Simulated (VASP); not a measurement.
# ZnS (P1) in VASP: a series of runs

ZnS is run at these levels: r2SCAN; tasks: single point.

All numbers are computed with VASP 6.6.1; they aren't measurements. Logs are shortened: lines on timing, memory, paths and dates and some standing lists are left out, and cuts for length are marked.

## Step 1: The cell of the first run

The typed cell holds 4 atoms: a = 3.811 Å, b = 3.811 Å, c = 6.234 Å, α = 90.00°, β = 90.00°, γ = 120.00°.

## Step 2: Single point, r2SCAN (atom 1 (Zn) moved by (-0.300, -0.300) A along x and z)

POSCAR reads:

```
ZnS
1.0
    3.8109987816      0.0000000000      0.0000000000
   -1.9054993908      3.3004217586      0.0000000000
    0.0000000000      0.0000000000      6.2340000000
Zn S
2 2
Direct
    0.2546138120      0.6666666667     -0.0481231954
    0.6666666667      0.3333333333      0.5000000000
    0.3333333333      0.6666666667      0.3850000000
    0.6666666667      0.3333333333      0.8850000000
```

INCAR.step1 reads:

```
SYSTEM = ZnS
ALGO = Normal
EDIFF = 1E-4
ENCUT = 520
GGA = PE
ISMEAR = 0
LASPH = .TRUE.
LCHARG = .FALSE.
LREAL = .FALSE.
LWAVE = .TRUE.
NBANDS = 26
NELM = 100
PREC = Accurate
SIGMA = 0.05
```

INCAR.step2 reads:

```
SYSTEM = ZnS
ALGO = Normal
EDIFF = 1E-6
ENCUT = 520
ISIF = 2
ISMEAR = 0
ISTART = 1
LASPH = .TRUE.
LCHARG = .TRUE.
LELF = .TRUE.
LMIXTAU = .TRUE.
LREAL = .FALSE.
LVHAR = .TRUE.
LWAVE = .FALSE.
METAGGA = R2SCAN
NBANDS = 26
NELM = 100
PREC = Accurate
SIGMA = 0.05
```

KPOINTS reads:

```
k-points
0
G
  6 6 4
  0 0 0
```

Potentials or basis: VASP PAW PBE potentials, release 64 (Zn, S).

Started as:

```bash
$ cat potpaw_PBE.64/Zn/POTCAR potpaw_PBE.64/S/POTCAR > POTCAR
$ cp INCAR.step1 INCAR
$ mpirun -np 1 vasp_std > vasp.out
$ cp INCAR.step2 INCAR
$ mpirun -np 1 vasp_std > vasp.out
```

OUTCAR:

```text
SYSTEM = ZnS
   EDIFF = 1E-6
   ENCUT = 520
   ISIF = 2
   ISMEAR = 0
   ISTART = 1
   LASPH = .TRUE.
   LREAL = .FALSE.
   METAGGA = R2SCAN
   NELM = 100
   PREC = Accurate

 ion  position               nearest neighbor table
   1  0.255  0.667  0.952-   4 1.99   4 2.26   4 2.50   3 2.72
   2  0.667  0.333  0.500-   3 2.31   3 2.31   3 2.31   4 2.40
   3  0.333  0.667  0.385-   2 2.31   2 2.31   2 2.31   1 2.72
   4  0.667  0.333  0.885-   1 1.99   1 2.26   2 2.40   1 2.50

  LATTYP: Found a hexagonal cell.
 ALAT       =     3.8109987816
 C/A-ratio  =     1.6357916539

  Lattice vectors:

 A1 = (   3.8109987816,   0.0000000000,   0.0000000000)
 A2 = (  -1.9054993908,   3.3004217586,   0.0000000000)
 A3 = (   0.0000000000,   0.0000000000,   6.2340000000)

Analysis of symmetry for initial positions (statically):
=====================================================================
 Subroutine PRICEL returns:
 Original cell was already a primitive cell.

 Routine SETGRP: Setting up the symmetry group for a
 hexagonal supercell.

 Subroutine GETGRP returns: Found  1 space group operations
 (whereof  1 operations were pure point group operations)
 out of a pool of 24 trial point group operations.

The static configuration has the point symmetry C_1 .

Analysis of symmetry for dynamics (positions and initial velocities):
=====================================================================
 Subroutine PRICEL returns:
 Original cell was already a primitive cell.

 Routine SETGRP: Setting up the symmetry group for a
 hexagonal supercell.

 Subroutine GETGRP returns: Found  1 space group operations
 (whereof  1 operations were pure point group operations)
 out of a pool of 24 trial point group operations.

The dynamic configuration has the point symmetry C_1 .

 Subroutine INISYM returns: Found  1 space group operations
 (whereof  1 operations are pure point group operations),
 and found     1 'primitive' translations

----------------------------------------------------------------------------------------

                                     Primitive cell

  volume of cell :      78.4106

  direct lattice vectors                    reciprocal lattice vectors
     3.810998782  0.000000000  0.000000000     0.262398405  0.151495789  0.000000000
    -1.905499391  3.300421759  0.000000000     0.000000000  0.302991579  0.000000000
     0.000000000  0.000000000  6.234000000     0.000000000  0.000000000  0.160410651

  length of vectors
     3.810998782  3.810998782  6.234000000     0.302991579  0.302991579  0.160410651

  position of ions in fractional coordinates (direct lattice)
     0.254613812  0.666666667  0.951876805
     0.666666667  0.333333333  0.500000000
     0.333333333  0.666666667  0.385000000
     0.666666667  0.333333333  0.885000000

  ion indices of the primitive-cell ions
   primitive index   ion index
                 1           1
                 2           2
                 3           3
                 4           4

----------------------------------------------------------------------------------------

 KPOINTS: k-points

Automatic generation of k-mesh.
 Grid dimensions read from file:
 generate k-points for:    6    6    4

 Generating k-lattice:

  Cartesian coordinates                     Fractional coordinates (reciprocal lattice)
     0.043733067  0.025249298  0.000000000     0.166666667  0.000000000  0.000000000
     0.000000000  0.050498596  0.000000000     0.000000000  0.166666667  0.000000000
     0.000000000  0.000000000  0.040102663     0.000000000  0.000000000  0.250000000

  Length of vectors
     0.050498596  0.050498596  0.040102663

  Shift w.r.t. Gamma in fractional coordinates (k-lattice)
     0.000000000  0.000000000  0.000000000

 Subroutine IBZKPT returns following result:
 ===========================================

 Found     76 irreducible k-points:

 Following reciprocal coordinates:
            Coordinates               Weight
  0.000000  0.000000  0.000000      1.000000
  0.166667  0.000000  0.000000      2.000000
  0.000000  0.166667  0.000000      2.000000
 -0.166667  0.166667  0.000000      2.000000
  0.333333  0.000000  0.000000      2.000000
  0.000000  0.333333  0.000000      2.000000
[... 16 lines left out ...]
  0.000000  0.166667  0.250000      2.000000
 -0.166667  0.166667  0.250000      2.000000
 [... further k-points ...]
   k-points           NKPTS =     76   k-points in BZ     NKDIM =     76   number of bands    NBANDS=     26
   number of dos      NEDOS =    301   number of ions     NIONS =      4
   total plane-waves  NPLWV =  37632
   dimension x,y,z NGX =    28 NGY =   28 NGZ =   48
   dimension x,y,z NGXF=    56 NGYF=   56 NGZF=   96
   ions per type =               2   2
   NGX,Y,Z   is equivalent  to a cutoff of  12.21, 12.21, 12.80 a.u.
   NGXF,Y,Z  is equivalent  to a cutoff of  24.43, 24.43, 25.60 a.u.
 SYSTEM =  ZnS
   PREC   = accura    normal or accurate (medium, high low for compatibility)
   ISTART =      1    job   : 0-new  1-cont  2-samecut
   ICHARG =      0    charge: 1-file 2-atom 10-const
   ISPIN  =      1    spin polarized calculation?
   LNONCOLLINEAR =      F non collinear calculations
   LSORBIT =      F    spin-orbit coupling
   LASPH  =      T    aspherical Exc in radial PAW
   ENCUT  =  520.0 eV  38.22 Ry    6.18 a.u.   7.09  7.09 11.59*2*pi/ulx,y,z
   NELM   =    100;   NELMIN=  2; NELMDL=  0     # of ELM steps
   EDIFF  = 0.1E-05   stopping-criterion for ELM
   LREAL  =      F    real-space projection
   EDIFFG = 0.1E-04   stopping-criterion for IOM
   NSW    =      0    number of steps for IOM
   IBRION =     -1    ionic relax: 0-MD 1-quasi-New 2-CG
   NFREE  =      0    steps in history (QN), initial steepest desc. (CG)
   ISIF   =      2    stress and relaxation
   ISYM   =      2    0-nonsym 1-usesym 2-fastsym
   POTIM  = 0.5000    time-step for ionic-motion
   TEBEG  =    0.0;   TEEND  =   0.0 temperature during run
   PSTRESS=    0.0 pullay stress
   NELECT =      36.0000    total number of electrons
   NUPDOWN=      -1.0000    fix difference up-down
   EMIN   =  10.00;   EMAX   =-10.00  energy-range for DOS
   EFERMI =   0.00;   METHOD = LEGACY
   ISMEAR =     0;   SIGMA  =   0.05  broadening in eV -4-tet -1-fermi 0-gaus
   EFERMI_NEDOS =   21; number of points for ismear=-14 and -15
   IALGO  =     38    algorithm
   IMIX   =      4    mixing-type and parameters
     AMIX     =   0.40;   BMIX     =  1.00
     AMIX_MAG =   1.60;   BMIX_MAG =  1.00
  volume/ion in A,a.u.               =      19.60       132.29
  Fermi-wavevector in a.u.,A,eV,Ry     =   1.262944  2.386617 21.701656  1.595027
  Thomas-Fermi vector in A             =   2.396326
   LORBIT       =      0    0 simple, 1 ext, 2 COOP (PROOUT), +10 PAW based schemes
   METAGGA = R2SCAN    functional components
   LHFCALC =     F    Hartree Fock is set to
   AEXX    =    0.0000 exact exchange contribution
   IVDW    =     0    specifies the selected vdW correction
   LEPSILON=     F    determine dielectric tensor
   LRPA    =     F    only Hartree local field effects (RPA)
 non-spin polarized calculation
 Gauss-broadening in eV      SIGMA  =   0.05
  energy-cutoff  :      520.00
  volume of cell :       78.41
 maximum number of plane-waves:      2133
   NGX = 15   NGY = 15   NGZ = 23

 number of electron      35.9999998 magnetization

 Free energy of the ion-electron system (eV)
  ---------------------------------------------------
  ext. energy  EPLUGINS =         0.00000000
  ---------------------------------------------------
  free energy    TOTEN  =       -36.91085887 eV

  energy without entropy =      -36.91085887  energy(sigma->0) =      -36.91085887

 E-fermi :   2.2633     XC(G=0): -10.2894

 val. band max:        2.0461734949   @ k =   0.0000   0.0000   0.0000
 cond. band min:       4.5928796029   @ k =   0.0000   0.0000   0.0000
 fundamental gap:      2.5467061081
 Fermi energy:         2.2632773430

 k-point     1 :       0.0000    0.0000    0.0000
  band No.  band energies     occupation
      1     -12.3200      2.00000
      2     -10.7369      2.00000
      3      -5.5928      2.00000
      4      -5.3503      2.00000
      5      -4.9350      2.00000
      6      -4.7354      2.00000
[... 18 lines left out ...]
     25      10.2903      0.00000
     26      11.6472      0.00000

 k-point     2 :       0.1667    0.0000    0.0000
  band No.  band energies     occupation
      1     -12.1299      2.00000
      2     -10.6025      2.00000
      3      -5.6332      2.00000
      4      -5.2281      2.00000
      5      -4.9710      2.00000
      6      -4.7251      2.00000
[... 18 lines left out ...]
     25      10.5598      0.00000
     26      10.7151      0.00000

 k-point     3 :       0.0000    0.1667    0.0000
  band No.  band energies     occupation
      1     -12.1395      2.00000
      2     -10.6023      2.00000
      3      -5.6350      2.00000
      4      -5.2548      2.00000
      5      -4.9628      2.00000
      6      -4.7335      2.00000
[... 18 lines left out ...]
     25      10.6915      0.00000
     26      10.9116      0.00000

 k-point     4 :      -0.1667    0.1667    0.0000
  band No.  band energies     occupation
      1     -12.1631      2.00000
      2     -10.6046      2.00000
      3      -5.5545      2.00000
      4      -5.3344      2.00000
      5      -4.9330      2.00000
      6      -4.7381      2.00000
[... 18 lines left out ...]
     25      10.7641      0.00000
     26      11.0309      0.00000
[... 496 lines left out ...]
      1     -12.0868      2.00000
      2     -10.6704      2.00000
      3      -5.6360      2.00000
      4      -5.2305      2.00000
      5      -5.0002      2.00000
      6      -4.7462      2.00000
[... 18 lines left out ...]
     25      10.2734      0.00000
     26      10.6173      0.00000

 k-point    23 :       0.0000    0.1667    0.2500
  band No.  band energies     occupation
      1     -12.0972      2.00000
      2     -10.6694      2.00000
      3      -5.6360      2.00000
      4      -5.2578      2.00000
      5      -4.9884      2.00000
      6      -4.7438      2.00000
[... 18 lines left out ...]
     25      10.5886      0.00000
     26      10.8788      0.00000

 k-point    24 :      -0.1667    0.1667    0.2500
  band No.  band energies     occupation
      1     -12.1224      2.00000
      2     -10.6695      2.00000
      3      -5.5555      2.00000
      4      -5.3384      2.00000
      5      -4.9557      2.00000
      6      -4.7452      2.00000
[... 18 lines left out ...]
     25      10.4996      0.00000
     26      10.7927      0.00000

 [... further k-points ...]
[... 5 lines left out ...]
  --------------------------------------------------------------------------------------
  -------------------------------------------------------------------------------------
  Total        4.2629108      2.6865749     -0.4499317      3.5618951      0.6837204      1.2414190
  in kB       87.1047369     54.8952148     -9.1935265     72.7807725     13.9705672     25.3661137
  external PRESSURE =      44.2688084 kB  Pullay stress =       0.0000000 kB

 VOLUME and BASIS-vectors are now :
 -----------------------------------------------------------------------------
  energy-cutoff  :      520.00
  volume of cell :       78.41
      direct lattice vectors                 reciprocal lattice vectors
     3.810998782  0.000000000  0.000000000     0.262398405  0.151495789  0.000000000
    -1.905499391  3.300421759  0.000000000     0.000000000  0.302991579  0.000000000
     0.000000000  0.000000000  6.234000000     0.000000000  0.000000000  0.160410651

 POSITION                                       TOTAL-FORCE (eV/Angst)
 -----------------------------------------------------------------------------------
     -0.30000      2.20028      5.93400         3.675686      1.620112      1.765381
      1.90550      1.10014      3.11700         0.005781     -0.000048     -0.201946
     -0.00000      2.20028      2.40009        -0.105301      0.022220     -0.501763
      1.90550      1.10014      5.51709        -3.576166     -1.642284     -1.061672
 -----------------------------------------------------------------------------------
    total drift:                                0.010266     -0.027580     -0.016490

  FREE ENERGIE OF THE ION-ELECTRON SYSTEM (eV)
  ---------------------------------------------------
  free  energy   TOTEN  =       -36.9108588678 eV

  energy  without entropy=      -36.9108588678  energy(sigma->0) =      -36.91085887
```

Wall time 9.9 min (1 thread of Intel Xeon 8259CL, shared host); peak memory 0.28 GiB.

Results:

```
Free energy            : -36.9109 eV
Pressure               : 4.4 GPa
Largest force          : 4.388 eV/Å
Band gap on the k mesh : 2.55 eV
```

Forces on the atoms (eV/Å):
```
Zn   3.676  1.620  1.765
Zn   0.006  0.000 -0.202
S   -0.105  0.022 -0.502
S   -3.576 -1.642 -1.062
```

Levels at points of the mesh, in eV from the valence-band top:
```tsv
k point	band 16	band 17	band 18	band 19	band 20	band 21
(0.00, 0.00, 0.00)	-0.11	-0.07	0.00	2.55	3.31	5.96
(0.50, 0.00, 0.00)	-2.68	-1.64	-1.18	3.85	4.77	5.21
(0.00, 0.50, 0.00)	-2.52	-1.45	-1.13	3.39	4.70	5.24
(0.50, 0.50, 0.00)	-2.79	-1.31	-1.19	3.11	4.72	5.42
(0.00, 0.00, 0.50)	-0.66	-0.20	-0.17	3.33	4.20	5.95
(0.50, 0.00, 0.50)	-1.76	-1.46	-1.19	3.65	4.12	5.20
(0.00, 0.50, 0.50)	-1.72	-1.45	-1.22	3.61	3.93	4.96
(0.50, 0.50, 0.50)	-1.81	-1.47	-1.19	3.32	4.21	4.79
```

Caveat: the cell differs from its parent crystal (atom 1 (Zn) moved by (-0.300, -0.300) A along x and z); the stress differs along the axes, from -1 to 9 GPa; the PAW data sets were made with another functional, which shifts forces and pressure a little. A k mesh can miss the band edges.

## Step 3: Single point, r2SCAN (atom 1 (Zn) moved by (-0.300, +0.300) A along x and z)

Changes to POSCAR since step 2:

```diff
@@ -8,3 +8,3 @@
 Direct
-    0.2546138120      0.6666666667     -0.0481231954
+    0.2546138120      0.6666666667      0.0481231954
     0.6666666667      0.3333333333      0.5000000000
```

INCAR.step1 reads:

```
  PREC = Accurate
  ENCUT = 520
  ISMEAR = 0
  SIGMA = 0.05
  LREAL = False
  LASPH = True
  NELM = 100
  NBANDS = 26
  GGA = PE
  ALGO = Normal
  EDIFF = 1E-4
  LWAVE = True
  LCHARG = False
```

INCAR.step2 reads:

```
  PREC = Accurate
  ENCUT = 520
  EDIFF = 1E-6
  ISMEAR = 0
  SIGMA = 0.05
  LREAL = False
  LASPH = True
  NELM = 100
  ALGO = Normal
  ISIF = 2
  LWAVE = False
  LCHARG = False
  METAGGA = R2SCAN
  LMIXTAU = True
  NBANDS = 26
  ISTART = 1
```

KPOINTS reads:

```
Automatic mesh
0
Gamma
  6 6 4
```

Potentials or basis: VASP PAW PBE potentials, release 64 (Zn, S).

Started as:

```bash
$ cat potpaw_PBE.64/Zn/POTCAR potpaw_PBE.64/S/POTCAR > POTCAR
$ cp INCAR.step1 INCAR
$ mpirun -np 1 vasp_std > vasp.out
$ cp INCAR.step2 INCAR
$ mpirun -np 1 vasp_std > vasp.out
```

Run time: 10 min. Hardware: 1 thread of Intel Xeon 8259CL, shared host; peak memory 0.28 GiB.

The run converged. Its results:

- Free energy: -37.2572 eV
- Pressure: 2.2 GPa
- Largest force: 2.513 eV/Å
- Band gap on the k mesh: 2.26 eV

Forces in eV/Å, atoms in the order of the input:
```
Zn   0.903  0.476 -2.297
Zn   0.060 -0.006  0.921
S    0.131  0.040  1.508
S   -1.095 -0.510 -0.133
```

Stress tensor (GPa, compression positive):
```
 1.38  1.30  2.52
 1.30 -0.07  1.04
 2.52  1.04  5.39
```

Levels at points of the mesh, in eV from the valence-band top:
```tsv
k point	band 14	band 15	band 16	band 17	band 18	band 19	band 20	band 21	band 22	band 23
(0.00, 0.00, 0.00)	-1.69	-1.44	-0.63	-0.24	0.00	2.26	3.46	6.15	6.43	6.91
(0.50, 0.00, 0.00)	-4.41	-3.71	-2.83	-2.42	-0.87	3.52	4.77	5.10	6.76	7.54
(0.00, 0.50, 0.00)	-4.40	-3.72	-2.81	-2.26	-0.83	3.39	4.62	4.86	6.84	7.58
(0.50, 0.50, 0.00)	-4.34	-3.50	-2.92	-2.02	-0.95	3.40	4.37	4.85	6.73	7.62
(0.00, 0.00, 0.50)	-3.03	-1.40	-1.36	-0.63	-0.10	3.25	4.37	6.24	6.43	6.72
(0.50, 0.00, 0.50)	-4.99	-2.57	-2.45	-1.84	-1.25	3.22	3.74	5.01	6.08	8.45
(0.00, 0.50, 0.50)	-4.86	-2.58	-2.47	-1.86	-1.14	3.22	3.67	5.02	5.65	8.66
(0.50, 0.50, 0.50)	-4.60	-2.59	-2.26	-1.80	-1.36	3.18	3.59	5.07	5.54	8.59
```

Caveat: the cell differs from its parent crystal (atom 1 (Zn) moved by (-0.300, +0.300) A along x and z); the stress differs along the axes, from -0 to 5 GPa; the PAW data sets were made with another functional, which shifts forces and pressure a little.
